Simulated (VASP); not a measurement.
A run of VASP 6.6.1 is set up as follows.

The input INCAR:

```
SYSTEM = LaPb2
  PREC = Accurate
  ENCUT = 520
  EDIFF = 1E-6
  ISMEAR = -1
  SIGMA = 0.05
  LREAL = .False.
  LASPH = .True.
  NELM = 60
  ALGO = Fast
  ISIF = 2
  LWAVE = .False.
  LCHARG = .True.
  GGA = PE
  LELF = .True.
  LVHAR = .True.
  NBANDS = 26
```

File KPOINTS:

```
regular mesh
0
Gamma
  9 9 9
  0 0 0
```

POSCAR

```
LaPb2
1.0
   -2.0663430000      2.0663430000      5.6384500000
    2.0663430000     -2.0663430000      5.6384500000
    2.0663430000      2.0663430000     -5.6384500000
Pb La
2 1
Direct
    0.6863945000      0.6863945000      0.0000000000
    0.3136055000      0.3136055000      0.0000000000
    0.0000000000      0.0000000000      0.0000000000
```

Potentials or basis: VASP PAW PBE potentials, release 64 (Pb_d, La).

Command:

```bash
$ cat potpaw_PBE.64/Pb_d/POTCAR potpaw_PBE.64/La/POTCAR > POTCAR
$ mpirun -np 1 vasp_std > vasp.out
```

Q: What does it give for the pressure?

A: 0.0 GPa.

Q: Estimate the band gap on the k mesh.

A: Zero (an odd number of electrons rules out a gap without spin polarisation).

Stress tensor (GPa, compression positive):
```
-0.42  0.00  0.00
 0.00 -0.42  0.00
 0.00  0.00  0.89
```

Caveat: spin-orbit coupling is left out, which moves the levels of the heavy elements.
